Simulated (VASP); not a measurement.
# P in VASP: notebook, part 2 of 2

VASP 6.6.1. Earlier steps stand in the parts before.

### 4 Single point, PBE (13.30 Å³/atom)

This run uses another cell than the first one, of 13.30 Å³/atom.

Contents of INCAR:

```
SYSTEM = P
PREC = Accurate
ENCUT = 520
EDIFF = 1E-7
ISMEAR = 0
SIGMA = 0.1
LREAL = .False.
LASPH = .True.
NELM = 100
ALGO = Normal
ISIF = 2
LWAVE = .False.
LCHARG = .True.
GGA = PE
LELF = .True.
LVHAR = .True.
NBANDS = 8
```

Contents of KPOINTS:

```
Automatic mesh
0
Gamma
  22 22 24
  0 0 0
```

Contents of POSCAR:

```
P
1.0
    2.3682075390      0.0000000000      0.0000000000
    0.0000000000      2.3682075390      0.0000000000
    0.0000000000      0.0000000000      2.3708555126
P
1
Direct
    0.0000000000      0.0000000000      0.5000000000
```

Potentials or basis: VASP PAW PBE potentials, release 64 (P).

The run is started by

```bash
cat potpaw_PBE.64/P/POTCAR > POTCAR
mpirun -np 1 vasp_std > vasp.out
```

OUTCAR:

```text
SYSTEM = P
   PREC = Accurate
   ENCUT = 520
   EDIFF = 1E-7
   ISMEAR = 0
   LREAL = .False.
   LASPH = .True.
   NELM = 100
   ISIF = 2
   GGA = PE

 ion  position               nearest neighbor table
   1  0.000  0.000  0.500-

  LATTYP: Found a simple tetragonal cell.
 ALAT       =     2.3682075390
 C/A-ratio  =     1.0011181341

  Lattice vectors:

 A1 = (   2.3682075390,   0.0000000000,   0.0000000000)
 A2 = (   0.0000000000,   2.3682075390,   0.0000000000)
 A3 = (   0.0000000000,   0.0000000000,   2.3708555126)

Analysis of symmetry for initial positions (statically):
=====================================================================
 Subroutine PRICEL returns:
 Original cell was already a primitive cell.

 Routine SETGRP: Setting up the symmetry group for a
 simple tetragonal supercell.

 Subroutine GETGRP returns: Found 16 space group operations
 (whereof 16 operations were pure point group operations)
 out of a pool of 16 trial point group operations.

The static configuration has the point symmetry D_4h.

Analysis of symmetry for dynamics (positions and initial velocities):
=====================================================================
 Subroutine PRICEL returns:
 Original cell was already a primitive cell.

 Routine SETGRP: Setting up the symmetry group for a
 simple tetragonal supercell.

 Subroutine GETGRP returns: Found 16 space group operations
 (whereof 16 operations were pure point group operations)
 out of a pool of 16 trial point group operations.

The dynamic configuration has the point symmetry D_4h.

 Subroutine INISYM returns: Found 16 space group operations
 (whereof 16 operations are pure point group operations),
 and found     1 'primitive' translations

----------------------------------------------------------------------------------------
[... 111 lines left out ...]
     AMIX_MAG =   1.60;   BMIX_MAG =  1.00
  volume/ion in A,a.u.               =      13.30        89.73
  Fermi-wavevector in a.u.,A,eV,Ry     =   1.181635  2.232966 18.997284  1.396261
  Thomas-Fermi vector in A             =   2.317905
   LORBIT       =      0    0 simple, 1 ext, 2 COOP (PROOUT), +10 PAW based schemes
   GGA     = PE    functional components
   LHFCALC =     F    Hartree Fock is set to
   AEXX    =    0.0000 exact exchange contribution
   IVDW    =     0    specifies the selected vdW correction
   LEPSILON=     F    determine dielectric tensor
   LRPA    =     F    only Hartree local field effects (RPA)
 non-spin polarized calculation
 Gauss-broadening in eV      SIGMA  =   0.10
  energy-cutoff  :      520.00
  volume of cell :       13.30
 maximum number of plane-waves:       370
 NGX is ok and might be reduce to    18
   NGX =  9   NGY =  9   NGZ =  9

 number of electron       5.0000001 magnetization

 Free energy of the ion-electron system (eV)
  ---------------------------------------------------
  ext. energy  EPLUGINS =         0.00000000
  ---------------------------------------------------
  free energy    TOTEN  =        -5.22583154 eV

  energy without entropy =       -5.22439982  energy(sigma->0) =       -5.22511568

 E-fermi :  10.9808     XC(G=0): -11.6831

 val. band max:       10.9730852444   @ k =   0.3182   0.2273   0.1250
 cond. band min:      10.9813427343   @ k =   0.2727   0.0909   0.5000
 fundamental gap:      0.0082574899
 Fermi energy:        10.9808423675

 k-point     1 :       0.0000    0.0000    0.0000
  band No.  band energies     occupation
      1      -6.4766      2.00000
      2      16.4852      0.00000
      3      16.5365      0.00000
      4      16.5365      0.00000
      5      17.6478      0.00000
      6      17.6623      0.00000
      7      26.3931      0.00000
      8      36.6450      0.00000
[... 243 lines left out ...]
 k-point    24 :       0.0909    0.0909    0.0000
  band No.  band energies     occupation
      1      -6.0709      2.00000
      2      13.1732      0.00000
      3      14.2861      0.00000
      4      16.8095      0.00000
      5      19.4417      0.00000
      6      21.7450      0.00000
      7      27.5977      0.00000
      8      33.7348      0.00000

 [... further k-points ...]

------------------------ aborting loop because EDIFF is reached ----------------------------------------

  FORCE on cell =-STRESS in cart. coord.  units (eV):
  Direction    XX          YY          ZZ          XY          YZ          ZX
  --------------------------------------------------------------------------------------
  -------------------------------------------------------------------------------------
  Total        1.0668855      1.0668855      1.0667706      0.0000000      0.0000000     -0.0000000
  in kB      128.5534618    128.5534618    128.5396212      0.0000000      0.0000000     -0.0000000
  external PRESSURE =     128.5488483 kB  Pullay stress =       0.0000000 kB

 VOLUME and BASIS-vectors are now :
 -----------------------------------------------------------------------------
  energy-cutoff  :      520.00
  volume of cell :       13.30
      direct lattice vectors                 reciprocal lattice vectors
     2.368207539  0.000000000  0.000000000     0.422260289  0.000000000  0.000000000
     0.000000000  2.368207539  0.000000000     0.000000000  0.422260289  0.000000000
     0.000000000  0.000000000  2.370855513     0.000000000  0.000000000  0.421788673

 POSITION                                       TOTAL-FORCE (eV/Angst)
 -----------------------------------------------------------------------------------
      0.00000      0.00000      1.18543         0.000000      0.000000      0.000000
 -----------------------------------------------------------------------------------
    total drift:                               -0.000000     -0.000000     -0.000000

  FREE ENERGIE OF THE ION-ELECTRON SYSTEM (eV)
  ---------------------------------------------------
  free  energy   TOTEN  =        -5.2258315400 eV

  energy  without entropy=       -5.2243998195  energy(sigma->0) =       -5.22511568
```

OSZICAR:

```text
N       E                     dE             d eps       ncg     rms          rms(c)
DAV:   1     0.235032163538E+01    0.23503E+01   -0.21479E+03 16776   0.476E+02
DAV:   2    -0.517457650614E+01   -0.75249E+01   -0.72582E+01 23288   0.530E+01
DAV:   3    -0.522787587996E+01   -0.53299E-01   -0.53206E-01 18448   0.575E+00
DAV:   4    -0.522794865540E+01   -0.72775E-04   -0.72776E-04 25808   0.219E-01
DAV:   5    -0.522794871244E+01   -0.57040E-07   -0.56093E-07 18512   0.323E-03    0.543E+00
DAV:   6    -0.522613313910E+01    0.18156E-02   -0.91598E-04 21520   0.233E-01    0.324E+00
DAV:   7    -0.522573959194E+01    0.39355E-03   -0.19835E-03 18752   0.395E-01    0.111E-01
DAV:   8    -0.522582210123E+01   -0.82509E-04   -0.56477E-05 22136   0.616E-02    0.224E-02
DAV:   9    -0.522583110055E+01   -0.89993E-05   -0.83415E-06 20112   0.227E-02    0.233E-03
DAV:  10    -0.522583157876E+01   -0.47821E-06   -0.36188E-07 22616   0.444E-03    0.673E-04
DAV:  11    -0.522583153997E+01    0.38791E-07   -0.47198E-09 13392   0.535E-04
   1 F= -.52258315E+01 E0= -.52251157E+01  d E =-.143172E-02
```

stdout:

```text
POSCAR found type information on POSCAR P
 POSCAR found :  1 types and       1 ions
 scaLAPACK will be used
 LDA part: xc-table for (Slater+PW92), standard interpolation
 POSCAR, INCAR and KPOINTS ok, starting setup
 FFT: planning ... GRIDC
 FFT: planning ... GRID_SOFT
 FFT: planning ... GRID
 WAVECAR not read
 entering main loop
```

It took 43 s on 1 thread of AMD EPYC 9R45 (Zen 5), shared host; peak memory 0.16 GiB.

What came out:

```yaml
Free_energy: -5.2258 eV
Pressure: 12.9 GPa
Band_gap_on_the_k_mesh: zero (an odd number of electrons rules out a gap without spin polarisation)
```

Levels at points of the mesh, in eV from the Fermi level:
```
           k point  band 1  band 2  band 3  band 4  band 5  band 6
(0.00, 0.00, 0.00)  -17.46    5.50    5.56    5.56    6.67    6.68
(0.50, 0.00, 0.00)  -12.64   -9.47    8.74    8.79    9.44   14.72
(0.50, 0.50, 0.00)   -7.36   -5.72   -5.72    0.42   11.77   17.48
(0.00, 0.00, 0.50)  -12.67   -9.47    8.77    8.77    9.43   14.77
(0.50, 0.00, 0.50)   -7.39   -5.74   -5.71    0.42   11.80   17.50
(0.50, 0.50, 0.50)   -2.29   -2.29   -2.26   -0.55    4.36    4.38
```

Caveat: the cell stands under pressure; an odd number of electrons without spin polarisation forces a metal; a magnetic or distorted state may lie lower.

### 5 Single point, PBE (13.74 Å³/atom)

This run uses another cell than the first one, of 13.74 Å³/atom.

Contents of INCAR:

```
  PREC = Accurate
  ENCUT = 520
  EDIFF = 1E-6
  ISMEAR = 0
  SIGMA = 0.1
  LREAL = F
  LASPH = T
  NELM = 60
  ALGO = Normal
  ISIF = 2
  LWAVE = F
  LCHARG = F
  GGA = PE
  NBANDS = 8
```

Contents of KPOINTS:

```
regular mesh
0
Gamma
  22 22 24
```

Contents of POSCAR:

```
P
1.0
    2.3948180196      0.0000000000      0.0000000000
    0.0000000000      2.3948180196      0.0000000000
    0.0000000000      0.0000000000      2.3948925492
P
1
Direct
    0.0000000000      0.0000000000      0.5000000000
```

The run is started by

```bash
cat potpaw_PBE.64/P/POTCAR > POTCAR
mpirun -np 1 vasp_std > vasp.out
```

Run time: 38 s. Hardware: 1 thread of AMD EPYC 9R45 (Zen 5), shared host; peak memory 0.16 GiB.

Results (log left out):

| Item | Value |
| --- | --- |
| Free energy | -5.2540 eV |
| Pressure | 7.8 GPa |
| Band gap on the k mesh | zero (an odd number of electrons rules out a gap without spin polarisation) |

Levels at points of the mesh, in eV from the Fermi level:
```csv
k point,band 1,band 2,band 3,band 4,band 5,band 6,band 7,band 8
"(0.00, 0.00, 0.00)",-17.10,5.36,5.36,5.36,6.73,6.73,15.01,25.23
"(0.50, 0.00, 0.00)",-12.47,-9.17,8.43,8.43,9.42,14.62,14.62,17.24
"(0.50, 0.50, 0.00)",-7.41,-5.55,-5.55,0.64,11.30,17.29,17.29,17.87
"(0.00, 0.00, 0.50)",-12.47,-9.17,8.43,8.43,9.42,14.62,14.62,17.24
"(0.50, 0.00, 0.50)",-7.41,-5.55,-5.55,0.64,11.30,17.29,17.29,17.87
"(0.50, 0.50, 0.50)",-2.24,-2.24,-2.24,-0.95,4.50,4.50,4.50,10.99
```

Caveat: the cell stands under pressure; an odd number of electrons without spin polarisation forces a metal; a magnetic or distorted state may lie lower.

### 6 Overview

| task | cell | k mesh | cutoff (eV) | gap on the mesh (eV) | pressure (GPa) |
| --- | --- | --- | --- | --- | --- |
| relaxation of cell and atoms | relaxed from a = 2.385, b = 2.385, c = 2.581 Å, 1 atom | 8 × 8 × 6 | 600 | none | 0.0 |
| single point | a = 2.341, b = 2.341, c = 2.346 Å, 1 atom | 22 × 22 × 24 | 520 | none | 19.0 |
| single point | a = 2.368, b = 2.368, c = 2.371 Å, 1 atom | 22 × 22 × 24 | 520 | none | 12.9 |
| single point | a = 2.395 Å, 1 atom | 22 × 22 × 24 | 520 | none | 7.8 |

Alike in all rows: level PBE; potentials or basis VASP PAW PBE potentials, release 64 (P); no spin polarisation; smearing gaussian 0.1 eV.

Caveats: some runs use coarse meshes; an odd number of electrons without spin polarisation forces a metal; a magnetic or distorted state may lie lower; the cell stands under pressure (at least some runs).

Total energies depend on the potentials used, so only differences within one code and one set of settings carry meaning.

The gap in the log of VASP goes by the Fermi energy; the results here count the filled bands.